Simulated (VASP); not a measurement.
Wanted: the native input for a VASP 6.6.1 run.

```yaml
Task: single point
Functional: RPBE
Potentials_or_basis: VASP PAW PBE potentials, release 64 (Cu, N)
Cutoff: 600 eV
k_mesh: 6 × 6 × 6
Occupations: gaussian, width 0.01 eV
Spin: no spin polarisation
Dipole_correction: no
Further_INCAR_settings: ALGO = Normal; EDIFF = 1e-06; NBANDS = 27
```

The structure of Cu3N lies in POSCAR:

```
Cu3N
1.0
    3.8070000000      0.0000000000      0.0000000000
    0.0000000000      3.8070000000      0.0000000000
    0.0000000000      0.0000000000      3.8070000000
Cu N
3 1
Direct
    0.5000000000      0.0000000000      0.0000000000
    0.0000000000      0.5000000000      0.0000000000
    0.0000000000      0.0000000000      0.5000000000
    0.0000000000      0.0000000000      0.0000000000
```

The input as run:

INCAR

```
SYSTEM = Cu3N
ALGO     = Normal         ! electronic algorithm
EDIFF    = 1E-6           ! SCF threshold, eV
ENCUT    = 600            ! plane-wave cutoff, eV
GGA      = RP             ! functional
GGA_COMPAT= .FALSE.      
ISIF     = 2              ! what is computed and relaxed
ISMEAR   = 0              ! smearing method
LASPH    = .TRUE.         ! aspherical terms in the spheres
LCHARG   = .FALSE.        ! write CHGCAR
LREAL    = .FALSE.        ! projectors in reciprocal space
LWAVE    = .FALSE.        ! write WAVECAR
NBANDS   = 27             ! bands
NELM     = 120            ! most SCF steps
PREC     = Accurate       ! precision mode
SIGMA    = 0.01           ! smearing width, eV
```

KPOINTS

```
k-points
0
G
  6 6 6
  0 0 0
```

Potentials or basis: VASP PAW PBE potentials, release 64 (Cu, N).

The run is started by

```console
$ cat potpaw_PBE.64/Cu/POTCAR potpaw_PBE.64/N/POTCAR > POTCAR
$ mpirun -np 1 vasp_std > vasp.out
```

Results of the run:

* Pressure: 6.5 GPa
* Band gap on the k mesh: 0.19 eV (least direct gap 0.74 eV)

Caveat: the cell stands under pressure; the PAW data sets were made with another functional, which shifts forces and pressure a little.

It took 63 s on 1 thread of Intel Xeon 8259CL (shared host), peak memory 0.18 GiB.
